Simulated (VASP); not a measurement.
# SrO in VASP: a series of runs, part 2 of 3

VASP 6.6.1. The steps go on from the part before.

## (3) Single point, PBE (strain along [111] -2.5%)

INCAR

```
SYSTEM = SrO
ALGO     = Normal         ! electronic algorithm
EDIFF    = 1E-6           ! SCF threshold, eV
ENCUT    = 600            ! plane-wave cutoff, eV
GGA      = PE             ! functional
GGA_COMPAT= .False.      
ISIF     = 2              ! what is computed and relaxed
ISMEAR   = -1             ! smearing method
LASPH    = .True.         ! aspherical terms in the spheres
LCHARG   = .True.         ! write CHGCAR
LELF     = .True.         ! ELF
LREAL    = .False.        ! projectors in reciprocal space
LVHAR    = .True.       
LWAVE    = .False.        ! write WAVECAR
NBANDS   = 15             ! bands
NELM     = 120            ! most SCF steps
PREC     = Accurate       ! precision mode
SIGMA    = 0.02           ! smearing width, eV
```

KPOINTS

```
k-points
0
Gamma
  8 8 8
  0 0 0
```

POSCAR

```
SrO
1.0
   -0.0459795525      2.7463009644      2.7463009644
    2.7463009644     -0.0459795525      2.7463009644
    2.7463009644      2.7463009644     -0.0459795525
Sr O
1 1
Direct
   -0.0015845845     -0.0015845845     -0.0015845845
    0.2515845845      0.2515845845      0.2515845845
```

Potentials or basis: VASP PAW PBE potentials, release 64 (Sr_sv, O).

Command:

```sh
> cat potpaw_PBE.64/Sr_sv/POTCAR potpaw_PBE.64/O/POTCAR > POTCAR
> mpirun -np 1 vasp_std > vasp.out
```

OUTCAR:

```text
SYSTEM = SrO
   EDIFF = 1E-6
   ENCUT = 600
   GGA = PE
   ISIF = 2
   ISMEAR = -1
   LASPH = .True.
   LREAL = .False.
   NELM = 120
   PREC = Accurate

 ion  position               nearest neighbor table
   1  0.998  0.998  0.998-   2 2.39   2 2.40   2 2.40   2 2.40
   2  0.252  0.252  0.252-   1 2.39   1 2.40   1 2.40   1 2.40

  LATTYP: Found a trigonal (rhomboedric) cell.
 ALAT       =     3.8841282282
 COS(alpha) =     0.4831899219

  Lattice vectors:

[... 619 lines left out ...]

  FORCE on cell =-STRESS in cart. coord.  units (eV):
  Direction    XX          YY          ZZ          XY          YZ          ZX
  --------------------------------------------------------------------------------------
  -------------------------------------------------------------------------------------
  Total        0.8132649      0.8132649      0.8132649      0.1061485      0.1061485      0.1061485
  in kB       30.6829597     30.6829597     30.6829597      4.0047844      4.0047844      4.0047844
  external PRESSURE =      30.6829597 kB  Pullay stress =       0.0000000 kB

 VOLUME and BASIS-vectors are now :
 -----------------------------------------------------------------------------
  energy-cutoff  :      600.00
  volume of cell :       42.47
      direct lattice vectors                 reciprocal lattice vectors
    -0.045979552  2.746300964  2.746300964    -0.177553463  0.180576744  0.180576744
     2.746300964 -0.045979552  2.746300964     0.180576744 -0.177553463  0.180576744
     2.746300964  2.746300964 -0.045979552     0.180576744  0.180576744 -0.177553463

 POSITION                                       TOTAL-FORCE (eV/Angst)
 -----------------------------------------------------------------------------------
      5.43799      5.43799      5.43799        -0.004472     -0.004472     -0.004472
      1.37029      1.37029      1.37029         0.004472      0.004472      0.004472
 -----------------------------------------------------------------------------------
    total drift:                                0.000068      0.000068      0.000068

  FREE ENERGIE OF THE ION-ELECTRON SYSTEM (eV)
  ---------------------------------------------------
  free  energy   TOTEN  =       -11.7448424110 eV

  energy  without entropy=      -11.7448424110  energy(sigma->0) =      -11.74484241
```

OSZICAR:

```text
N       E                     dE             d eps       ncg     rms          rms(c)
DAV:   1     0.811639898353E+02    0.81164E+02   -0.90035E+03  1950   0.114E+03
DAV:   2    -0.104722501046E+02   -0.91636E+02   -0.82752E+02  2674   0.227E+02
DAV:   3    -0.147544886481E+02   -0.42822E+01   -0.42564E+01  2591   0.458E+01
DAV:   4    -0.148750340120E+02   -0.12055E+00   -0.12053E+00  2540   0.719E+00
DAV:   5    -0.148773109264E+02   -0.22769E-02   -0.22769E-02  2705   0.778E-01    0.185E+01
DAV:   6    -0.119383039736E+02    0.29390E+01   -0.10116E+01  1964   0.227E+01    0.197E+01
DAV:   7    -0.117612205267E+02    0.17708E+00   -0.56465E-01  2028   0.614E+00    0.100E+01
DAV:   8    -0.117337515589E+02    0.27469E-01   -0.15462E-01  2300   0.360E+00    0.156E+00
DAV:   9    -0.117414729842E+02   -0.77214E-02   -0.67146E-03  2534   0.626E-01    0.331E-01
DAV:  10    -0.117446676358E+02   -0.31947E-02   -0.26507E-03  2020   0.344E-01    0.593E-02
DAV:  11    -0.117447858447E+02   -0.11821E-03   -0.14778E-04  2426   0.803E-02    0.678E-02
DAV:  12    -0.117448430412E+02   -0.57196E-04   -0.68257E-05  2020   0.593E-02    0.955E-03
DAV:  13    -0.117448424110E+02    0.63018E-06   -0.15556E-06  2252   0.132E-02
   1 F= -.11744842E+02 E0= -.11744842E+02  d E =-.120120E-12
```

stdout:

```text
POSCAR found type information on POSCAR SrO
 POSCAR found :  2 types and       2 ions
 scaLAPACK will be used
 LDA part: xc-table for (Slater+PW92), standard interpolation
 POSCAR, INCAR and KPOINTS ok, starting setup
 FFT: planning ... GRIDC
 FFT: planning ... GRID_SOFT
 FFT: planning ... GRID
 WAVECAR not read
 entering main loop
```

Run time: 17 s. Hardware: 1 thread of Intel Xeon 6975P-C (Granite Rapids), shared host; peak memory 0.21 GiB.

What came out:

```yaml
Free_energy: -11.7448 eV
Pressure: 3.1 GPa
Largest_force: 0.008 eV/Å
Band_gap_on_the_k_mesh: 2.59 eV (least direct gap 3.44 eV)
```

Forces in eV/Å, atoms in the order of the input:
```
Sr  -0.004 -0.004 -0.004
O    0.004  0.004  0.004
```

Caveat: the cell differs from its parent crystal (strain along [111] -2.5%); the cell stands under pressure. A k mesh can miss the band edges.

## (4) Single point, r2SCAN (epitaxial xy strain -1.3%)

POSCAR

```
SrO
1.0
    0.0000000000      2.7551431861      2.8526331561
    2.7551431861      0.0000000000      2.8526331561
    2.7551431861      2.7551431861      0.0000000000
Sr O
1 1
Direct
    0.0000000000      0.0000000000      0.0000000000
    0.2500000000      0.2500000000      0.2500000000
```

INCAR.step1

```
SYSTEM = SrO
  ALGO = Normal
  EDIFF = 1E-5
  ENCUT = 660
  GGA = PE
  GGA_COMPAT = .False.
  ISMEAR = 0
  LASPH = .True.
  LCHARG = .False.
  LREAL = .False.
  LWAVE = .True.
  NBANDS = 15
  NELM = 120
  PREC = Accurate
  SIGMA = 0.01
```

INCAR.step2

```
SYSTEM = SrO
  ALGO = Normal
  EDIFF = 1E-6
  ENCUT = 660
  GGA_COMPAT = .False.
  ISIF = 2
  ISMEAR = 0
  ISTART = 1
  LASPH = .True.
  LCHARG = .False.
  LMIXTAU = .True.
  LREAL = .False.
  LWAVE = .False.
  METAGGA = R2SCAN
  NBANDS = 15
  NELM = 120
  PREC = Accurate
  SIGMA = 0.01
```

KPOINTS is that of step 3.

Potentials or basis: VASP PAW PBE potentials, release 64 (Sr_sv, O).

Command:

```sh
> cat potpaw_PBE.64/Sr_sv/POTCAR potpaw_PBE.64/O/POTCAR > POTCAR
> cp INCAR.step1 INCAR
> mpirun -np 1 vasp_std > vasp.out
> cp INCAR.step2 INCAR
> mpirun -np 1 vasp_std > vasp.out
```

OUTCAR:

```text
SYSTEM = SrO
   EDIFF = 1E-6
   ENCUT = 660
   ISIF = 2
   ISMEAR = 0
   ISTART = 1
   LASPH = .True.
   LREAL = .False.
   METAGGA = R2SCAN
   NELM = 120
   PREC = Accurate

 ion  position               nearest neighbor table
   1  0.000  0.000  0.000-   2 2.41   2 2.41   2 2.41   2 2.41
   2  0.250  0.250  0.250-   1 2.41   1 2.41   1 2.41   1 2.41

  LATTYP: Found a body centered tetragonal cell.
 ALAT       =     3.8963608601
 C/A-ratio  =     1.4642551132

  Lattice vectors:

 A1 = (  -2.7551431861,   0.0000000000,   2.8526331561)
 A2 = (   2.7551431861,   0.0000000000,   2.8526331561)
 A3 = (   0.0000000000,   2.7551431861,  -2.8526331561)

Analysis of symmetry for initial positions (statically):
=====================================================================
 Subroutine PRICEL returns:
 Original cell was already a primitive cell.

 Routine SETGRP: Setting up the symmetry group for a
 body centered tetragonal supercell.

 Subroutine GETGRP returns: Found  8 space group operations
 (whereof  8 operations were pure point group operations)
 out of a pool of 16 trial point group operations.

The static configuration has the point symmetry D_2d.

Analysis of symmetry for dynamics (positions and initial velocities):
=====================================================================
 Subroutine PRICEL returns:
 Original cell was already a primitive cell.

 Routine SETGRP: Setting up the symmetry group for a
 body centered tetragonal supercell.

 Subroutine GETGRP returns: Found  8 space group operations
 (whereof  8 operations were pure point group operations)
 out of a pool of 16 trial point group operations.

The dynamic configuration has the point symmetry D_2d.

 Subroutine INISYM returns: Found  8 space group operations
 (whereof  8 operations are pure point group operations),
 and found     1 'primitive' translations

----------------------------------------------------------------------------------------

                                     Primitive cell

  volume of cell :      43.3076

  direct lattice vectors                    reciprocal lattice vectors
     0.000000000  2.755143186  2.852633156    -0.181478771  0.181478771  0.175276656
     2.755143186  0.000000000  2.852633156     0.181478771 -0.181478771  0.175276656
     2.755143186  2.755143186  0.000000000     0.181478771  0.181478771 -0.175276656

  length of vectors
     3.965895851  3.965895851  3.896360860     0.310790918  0.310790918  0.310790918

  position of ions in fractional coordinates (direct lattice)
     0.000000000  0.000000000  0.000000000
     0.250000000  0.250000000  0.250000000

  ion indices of the primitive-cell ions
   primitive index   ion index
                 1           1
                 2           2

----------------------------------------------------------------------------------------

 KPOINTS: k-points

Automatic generation of k-mesh.
 Grid dimensions read from file:
 generate k-points for:    8    8    8

 Generating k-lattice:

  Cartesian coordinates                     Fractional coordinates (reciprocal lattice)
[... 41 lines left out ...]
 [... further k-points ...]
   k-points           NKPTS =     59   k-points in BZ     NKDIM =     59   number of bands    NBANDS=     15
   number of dos      NEDOS =    301   number of ions     NIONS =      2
   total plane-waves  NPLWV =  46656
   dimension x,y,z NGX =    36 NGY =   36 NGZ =   36
   dimension x,y,z NGXF=    72 NGYF=   72 NGZF=   72
   ions per type =               1   1
   NGX,Y,Z   is equivalent  to a cutoff of  15.09, 15.09, 15.36 a.u.
   NGXF,Y,Z  is equivalent  to a cutoff of  30.18, 30.18, 30.72 a.u.
 SYSTEM =  SrO
   PREC   = accura    normal or accurate (medium, high low for compatibility)
   ISTART =      1    job   : 0-new  1-cont  2-samecut
   ICHARG =      0    charge: 1-file 2-atom 10-const
   ISPIN  =      1    spin polarized calculation?
   LNONCOLLINEAR =      F non collinear calculations
   LSORBIT =      F    spin-orbit coupling
   LASPH  =      T    aspherical Exc in radial PAW
   ENCUT  =  660.0 eV  48.51 Ry    6.96 a.u.   8.31  8.31  8.16*2*pi/ulx,y,z
   NELM   =    120;   NELMIN=  2; NELMDL=  0     # of ELM steps
   EDIFF  = 0.1E-05   stopping-criterion for ELM
   LREAL  =      F    real-space projection
   EDIFFG = 0.1E-04   stopping-criterion for IOM
   NSW    =      0    number of steps for IOM
   IBRION =     -1    ionic relax: 0-MD 1-quasi-New 2-CG
   NFREE  =      0    steps in history (QN), initial steepest desc. (CG)
   ISIF   =      2    stress and relaxation
   ISYM   =      2    0-nonsym 1-usesym 2-fastsym
   POTIM  = 0.5000    time-step for ionic-motion
   TEBEG  =    0.0;   TEEND  =   0.0 temperature during run
   PSTRESS=    0.0 pullay stress
   NELECT =      16.0000    total number of electrons
   NUPDOWN=      -1.0000    fix difference up-down
   EMIN   =  10.00;   EMAX   =-10.00  energy-range for DOS
   EFERMI =   0.00;   METHOD = LEGACY
   ISMEAR =     0;   SIGMA  =   0.01  broadening in eV -4-tet -1-fermi 0-gaus
   EFERMI_NEDOS =   21; number of points for ismear=-14 and -15
   IALGO  =     38    algorithm
   IMIX   =      4    mixing-type and parameters
     AMIX     =   0.40;   BMIX     =  1.00
     AMIX_MAG =   1.60;   BMIX_MAG =  1.00
  volume/ion in A,a.u.               =      21.65       146.13
  Fermi-wavevector in a.u.,A,eV,Ry     =   1.174699  2.219860 18.774932  1.379919
  Thomas-Fermi vector in A             =   2.311092
   LORBIT       =      0    0 simple, 1 ext, 2 COOP (PROOUT), +10 PAW based schemes
   METAGGA = R2SCAN    functional components
   LHFCALC =     F    Hartree Fock is set to
   AEXX    =    0.0000 exact exchange contribution
   IVDW    =     0    specifies the selected vdW correction
   LEPSILON=     F    determine dielectric tensor
   LRPA    =     F    only Hartree local field effects (RPA)
 non-spin polarized calculation
 Gauss-broadening in eV      SIGMA  =   0.01
  energy-cutoff  :      660.00
  volume of cell :       43.31
 maximum number of plane-waves:      1692
 NGX is ok and might be reduce to    36
   NGX = 17   NGY = 17   NGZ = 17

 number of electron      16.0000002 magnetization

 Free energy of the ion-electron system (eV)
  ---------------------------------------------------
  ext. energy  EPLUGINS =         0.00000000
  ---------------------------------------------------
  free energy    TOTEN  =       -26.63411776 eV

  energy without entropy =      -26.63411776  energy(sigma->0) =      -26.63411776

 E-fermi :   0.0828     XC(G=0):  -9.1551

 val. band max:        0.0067230807   @ k =  -0.2500   0.5000   0.2500
 cond. band min:       2.9124963456   @ k =   0.0000   0.0000   0.0000
 fundamental gap:      2.9057732649
 Fermi energy:         0.0827592477

 k-point     1 :       0.0000    0.0000    0.0000
  band No.  band energies     occupation
      1     -33.2819      2.00000
      2     -15.7479      2.00000
      3     -14.5482      2.00000
      4     -14.5482      2.00000
      5     -14.5376      2.00000
      6      -0.8748      2.00000
      7      -0.8536      2.00000
      8      -0.8536      2.00000
      9       2.9125      0.00000
     10       8.4957      0.00000
     11       8.8860      0.00000
     12       9.7234      0.00000
     13      10.1654      0.00000
     14      10.1654      0.00000
[... 401 lines left out ...]
      2     -16.7335      2.00000
      3     -14.6822      2.00000
      4     -14.6488      2.00000
      5     -13.6968      2.00000
      6      -0.9980      2.00000
      7      -0.5610      2.00000
      8      -0.4896      2.00000
      9       5.2999      0.00000
     10       6.9529      0.00000
     11       8.5766      0.00000
     12       9.0571      0.00000
     13      10.7004      0.00000
     14      11.0355      0.00000
     15      12.7648      0.00000

 [... further k-points ...]

------------------------ aborting loop because EDIFF is reached ----------------------------------------

  FORCE on cell =-STRESS in cart. coord.  units (eV):
  Direction    XX          YY          ZZ          XY          YZ          ZX
  --------------------------------------------------------------------------------------
  -------------------------------------------------------------------------------------
  Total        0.2180919      0.2180919      0.1037849      0.0000000      0.0000000      0.0000000
  in kB        8.0683704      8.0683704      3.8395517      0.0000000      0.0000000      0.0000000
  external PRESSURE =       6.6587642 kB  Pullay stress =       0.0000000 kB

 VOLUME and BASIS-vectors are now :
 -----------------------------------------------------------------------------
  energy-cutoff  :      660.00
  volume of cell :       43.31
      direct lattice vectors                 reciprocal lattice vectors
     0.000000000  2.755143186  2.852633156    -0.181478771  0.181478771  0.175276656
     2.755143186  0.000000000  2.852633156     0.181478771 -0.181478771  0.175276656
     2.755143186  2.755143186  0.000000000     0.181478771  0.181478771 -0.175276656

 POSITION                                       TOTAL-FORCE (eV/Angst)
 -----------------------------------------------------------------------------------
      0.00000      0.00000      0.00000         0.000000      0.000000      0.000000
      1.37757      1.37757      1.42632        -0.000000     -0.000000     -0.000000
 -----------------------------------------------------------------------------------
    total drift:                                0.000000      0.000000     -0.000000

  FREE ENERGIE OF THE ION-ELECTRON SYSTEM (eV)
  ---------------------------------------------------
  free  energy   TOTEN  =       -26.6341177649 eV

  energy  without entropy=      -26.6341177649  energy(sigma->0) =      -26.63411776
```

Wall time 98 s (1 thread of Intel Xeon 6975P-C (Granite Rapids), shared host); peak memory 0.24 GiB.

What came out:

| Item | Value |
| --- | --- |
| Free energy | -26.6341 eV |
| Pressure | 0.7 GPa |
| Band gap on the k mesh | 2.91 eV (least direct gap 3.77 eV) |

Stress tensor (GPa, compression positive):
```
0.81 0.00 0.00
0.00 0.81 0.00
0.00 0.00 0.38
```

Caveat: the cell differs from its parent crystal (epitaxial xy strain -1.3%); the PAW data sets were made with another functional, which shifts forces and pressure a little. A k mesh can miss the band edges.

## (5) Single point, r2SCAN (biaxial xy strain +0.3%)

POSCAR

```
SrO
1.0
    0.0000000000      2.8012158146      2.7922805169
    2.8012158146      0.0000000000      2.7922805169
    2.8012158146      2.8012158146      0.0000000000
Sr O
1 1
Direct
    0.0000000000      0.0000000000      0.0000000000
    0.2500000000      0.2500000000      0.2500000000
```

INCAR.step1

```
PREC = Accurate
ENCUT = 660
ISMEAR = 0
SIGMA = 0.01
LREAL = F
LASPH = T
NELM = 120
NBANDS = 15
GGA = PE
ALGO = Normal
EDIFF = 1E-5
LWAVE = T
LCHARG = F
GGA_COMPAT = F
```

INCAR.step2

```
PREC = Accurate
ENCUT = 660
EDIFF = 1E-6
ISMEAR = 0
SIGMA = 0.01
LREAL = F
LASPH = T
NELM = 120
ALGO = Normal
ISIF = 2
LWAVE = F
LCHARG = F
METAGGA = R2SCAN
LMIXTAU = T
NBANDS = 15
ISTART = 1
GGA_COMPAT = F
```

KPOINTS

```
Automatic mesh
0
Gamma
  8 8 8
```

Command:

```sh
> cat potpaw_PBE.64/Sr_sv/POTCAR potpaw_PBE.64/O/POTCAR > POTCAR
> cp INCAR.step1 INCAR
> mpirun -np 1 vasp_std > vasp.out
> cp INCAR.step2 INCAR
> mpirun -np 1 vasp_std > vasp.out
```

Run time: 96 s. Hardware: 1 thread of Intel Xeon 6975P-C (Granite Rapids), shared host; peak memory 0.24 GiB.

The run converged. Its results:

| Quantity | Value |
| --- | --- |
| Free energy | -26.6369 eV |
| Pressure | -0.1 GPa |
| Band gap on the k mesh | 2.88 eV (least direct gap 3.72 eV) |

Levels at points of the mesh, in eV from the valence-band top:
```
           k point  band 4  band 5  band 6  band 7  band 8  band 9  band 10  band 11  band 12  band 13
(0.00, 0.00, 0.00)  -14.58  -14.58   -0.84   -0.84   -0.83    2.88     8.64     8.67     9.94     9.94
(0.50, 0.00, 0.00)  -14.67  -13.71   -0.71   -0.53   -0.52    5.62     7.61     8.16     8.17    10.52
(0.50, 0.50, 0.00)  -14.81  -13.40   -1.39   -0.01   -0.01    4.90     6.21    10.27    10.55    10.55
(0.50, 0.00, 0.50)  -14.80  -13.39   -1.39   -0.01   -0.01    4.89     6.20    10.27    10.55    10.56
```

Caveat: the cell differs from its parent crystal (biaxial xy strain +0.3%); the PAW data sets were made with another functional, which shifts forces and pressure a little. A k mesh can miss the band edges.

(Part 2 of 3 ends here.)
